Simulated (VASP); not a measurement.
AlAs, 2 atoms in the cell. It takes space group F-43m (No. 216, cubic). Conventional cell: a = 5.735 Å, b = 5.735 Å, c = 5.735 Å, α = 90.00°, β = 90.00°, γ = 90.00°. Al (site symmetry -43m) has 4 As at 2.48 Å within 3.3 Å. Within 3.3 Å of As (site symmetry -43m) lie 4 Al at 2.48 Å. 

```yaml
Program: VASP 6.6.1
Task: single point
Functional: r2SCAN
Potentials_or_basis: VASP PAW PBE potentials, release 64 (Al, As)
Cutoff: 550 eV
k_mesh: 6 × 6 × 6
Occupations: gaussian, width 0.01 eV
Spin: no spin polarisation
Dipole_correction: no
Further_INCAR_settings: ALGO = Normal; EDIFF = 1e-06; NBANDS = 11
```

Potentials or basis: VASP PAW PBE potentials, release 64 (Al, As).

Command:

```bash
$ cat potpaw_PBE.64/Al/POTCAR potpaw_PBE.64/As/POTCAR > POTCAR
$ cp INCAR.step1 INCAR
$ mpirun -np 1 vasp_std > vasp.out
$ cp INCAR.step2 INCAR
$ mpirun -np 1 vasp_std > vasp.out
```

Hardware: 1 thread of AMD EPYC 9R45 96-Core Processor (Zen 5) (shared host).

Problem. Estimate the wall time of this run.

Solution. Run time: 28 s on 1 thread of AMD EPYC 9R45 96-Core Processor (Zen 5), on a shared host, peak memory 0.15 GiB. Counts: k points 16.
